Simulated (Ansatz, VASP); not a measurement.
**NbSnTe4 in VASP and in Ansatz**

```
Nb Sn Te
1.0
     0.00000    4.43841    4.43841
     4.43841    0.00000    4.43841
     4.43841    4.43841    0.00000
Nb Sn Te
1 1 4
Direct
  0.50000 0.50000 0.50000
  0.75000 0.75000 0.75000
  0.62302 0.12566 0.12566
  0.12566 0.12566 0.12566
  0.12566 0.62302 0.12566
  0.12566 0.12566 0.62302
```

Change from the starting cell: species swapped into the YScFe4 type (F-43m, No. 216).

Alike in both runs: functional PBE; k mesh 8 × 8 × 8; occupations gaussian, width 0.1 eV; collinear spin.

Ansatz relaxed the structure, and its values are those at the end. VASP's run is a single point on that final structure, the one shown.

|  | VASP | Ansatz |
| --- | --- | --- |
| version | VASP 6.6.1 | Ansatz 0.2.0 |
| potentials or method | VASP PAW PBE potentials, release 64 (Nb_sv, Sn_d, Te), cutoff 520 eV | scalar-relativistic, plane waves, PAW |
| valence electrons in the cell | 51 | 91 |

|  | VASP | Ansatz | Ansatz less VASP |
| --- | --- | --- | --- |
| gap on the k mesh at the Fermi level (eV) | none | none | - |
| pressure (GPa) | -0.1 | 0.0 | +0.07 |
| net moment per atom (μB) | 0.45 | 0.45 | 0.000 |
| size of the moment on the site where the two differ most (μB) | 2.04 | 2.52 | +0.482 |

Site moments also hang on the region over which each program counts them. A gap of «none» marks a metal or a gap that the smearing closes. VASP's potentials hold 51 valence electrons a cell and Ansatz's 91, so a difference there can come from the potentials and not from the codes.

Neither program's run includes spin-orbit coupling.
